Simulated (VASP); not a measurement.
## ZnSe (rocksalt type): density of states with PBE

Crystal: ZnSe (rocksalt type).

```xyz
2
Lattice="0.0000 2.1989 2.1989 2.1989 0.0000 2.1989 2.1989 2.1989 0.0000" Properties=species:S:1:pos:R:3 pbc="T T T"
Zn    0.0000    0.0000    0.0000
Se    2.1989    2.1989    2.1989
```

This cell differs from its parent crystal: volume scaled by 0.55.

```
Program                 : VASP 6.6.1
Task                    : density of states
Functional              : PBE
Potentials or basis     : VASP PAW PBE potentials, release 64 (Zn, Se)
Cutoff                  : 520 eV
k mesh                  : 13 × 13 × 13
Occupations             : fermi-dirac, width 0.1 eV
Spin                    : no spin polarisation
Dipole correction       : no
k mesh for the DOS      : 20 × 20 × 20
Occupations for the DOS : tetrahedron
Further INCAR settings  : ALGO = Normal; EDIFF = 1e-06; NBANDS = 16
```

| Property | Result |
| --- | --- |
| Valence electrons inside the program's atomic spheres | Zn 11.65; Se 4.46 |

Levels at points of the mesh, in eV from the Fermi level:
```
           k point  band 7  band 8  band 9  band 10  band 11  band 12
(0.00, 0.00, 0.00)   -1.21   -1.21   -1.21     6.57     8.39     8.39
(0.50, 0.00, 0.00)   -8.23    0.09    0.09     3.16     4.05     4.05
(0.50, 0.50, 0.00)   -7.55   -5.62   -5.62    -1.17     3.02    17.10
```

It took 31 s on 1 thread of Intel(R) Xeon(R) Platinum 8488C (Sapphire Rapids) (shared host), peak memory 0.2 GiB.
